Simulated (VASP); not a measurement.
Here is a VASP 6.6.1 calculation.

The input POSCAR:

```
SrB6
1.0
    4.1312675700      0.0000000000      0.0000000000
    0.0000000000      4.1312675700      0.0000000000
    0.0000000000      0.0000000000      4.1312675700
Sr B
1 6
Direct
    0.0000000000      0.0000000000      0.0000000000
    0.5000000000      0.5000000000      0.2025397806
    0.5000000000      0.5000000000      0.7974602194
    0.2025397806      0.5000000000      0.5000000000
    0.7974602194      0.5000000000      0.5000000000
    0.5000000000      0.2025397806      0.5000000000
    0.5000000000      0.7974602194      0.5000000000
```

Contents of INCAR.step1:

```
ALGO = Normal
EDIFF = 1E-4
ENCUT = 520
GGA = PE
ISMEAR = -1
LASPH = T
LCHARG = F
LREAL = F
LWAVE = T
NBANDS = 23
NELM = 60
PREC = Accurate
SIGMA = 0.02
```

Contents of INCAR.step2:

```
ALGO = Normal
EDIFF = 1E-6
ENCUT = 520
ISIF = 2
ISMEAR = -1
ISTART = 1
LASPH = T
LCHARG = F
LMIXTAU = T
LREAL = F
LWAVE = F
METAGGA = R2SCAN
NBANDS = 23
NELM = 60
PREC = Accurate
SIGMA = 0.02
```

File KPOINTS:

```
k-points
0
Gamma
  8 8 8
```

Potentials or basis: VASP PAW PBE potentials, release 64 (Sr_sv, B).

Launch:

```sh
$ cat potpaw_PBE.64/Sr_sv/POTCAR potpaw_PBE.64/B/POTCAR > POTCAR
$ cp INCAR.step1 INCAR
$ mpirun -np 1 vasp_std > vasp.out
$ cp INCAR.step2 INCAR
$ mpirun -np 1 vasp_std > vasp.out
```

(1) Estimate the pressure.

(2) Predict the largest force.

Answers

(1) 7.2 GPa.

(2) 0.026 eV/Å.

Caveat: the cell stands under pressure; the PAW data sets were made with another functional, which shifts forces and pressure a little.
